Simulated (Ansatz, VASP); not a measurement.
**Two plane-wave programs on PC4**

The input INCAR:

```
ALGO = Normal ; EDIFF = 1E-7
ENCUT = 520 ; GGA = PE
ISIF = 2 ; ISMEAR = 0
ISPIN = 2 ; LASPH = True
LCHARG = False ; LORBIT = 11
LREAL = False ; LWAVE = False
MAGMOM = 0 1 1 1 1 ; NBANDS = 22
NELM = 150 ; PREC = Accurate
SIGMA = 0.1
```

Contents of KPOINTS:

```
k-points
0
Gamma
  6 6 6
```

File POSCAR:

```
PC4
1.0
   -2.1775283181      2.1775283181      2.1775283181
    2.1775283181     -2.1775283181      2.1775283181
    2.1775283181      2.1775283181     -2.1775283181
P C
1 4
Direct
    0.0000000000      0.0000000000      0.0000000000
    0.0000000000      0.0000000000      0.5000000000
    0.5000000000      0.0000000000      0.0000000000
    0.5000000000      0.5000000000      0.5000000000
    0.0000000000      0.5000000000      0.0000000000
```

Input for Ansatz:

```yaml
crystal:
  lattice:
    - [-2.1775283181, 2.1775283181, 2.1775283181]
    - [2.1775283181, -2.1775283181, 2.1775283181]
    - [2.1775283181, 2.1775283181, -2.1775283181]
  atoms:
    - { symbol: P, position: [0.0, 0.0, 0.0] }
    - { symbol: C, position: [0.0, 0.0, 0.5], spin: 1.0 }
    - { symbol: C, position: [0.5, 0.0, 0.0], spin: 1.0 }
    - { symbol: C, position: [0.5, 0.5, 0.5], spin: 1.0 }
    - { symbol: C, position: [0.0, 0.5, 0.0], spin: 1.0 }
basis:
  ecutwfc: 420
kpoints:
  mp_grid: { grid: [6, 6, 6] }
hamiltonian:
  xc: pbe
scf:
  occupations: { method: gaussian, width: 0.1 }
  lower_state_search: "off"
output:
  forces: true
  stress: true
  eigenvalues: true
  populations: true
magnetization:
  spin_polarized: true
```

Change from the starting cell: species swapped into the NiHg4 type (Im-3m, No. 229).

Alike in both runs: task single point; functional PBE; k mesh 6 × 6 × 6; occupations gaussian, width 0.1 eV; collinear spin.

```csv
,VASP,Ansatz
version,VASP 6.6.1,Ansatz 0.2.0
potentials or method,"VASP PAW PBE potentials, release 64 (P, C), cutoff 520 eV","scalar-relativistic, plane waves, PAW"
valence electrons in the cell,21,21
```

```tsv
	VASP	Ansatz	Ansatz less VASP
gap on the k mesh at the Fermi level (eV)	none	none	-
pressure (GPa)	-0.8	-0.3	+0.51
net moment per atom (μB)	0.00	0.00	0.000
```

A gap of «none» marks a metal or a gap that the smearing closes. With one functional, cell and mesh, what is left measures potentials, basis and numerics. Ansatz's warnings: seeded moment not kept.
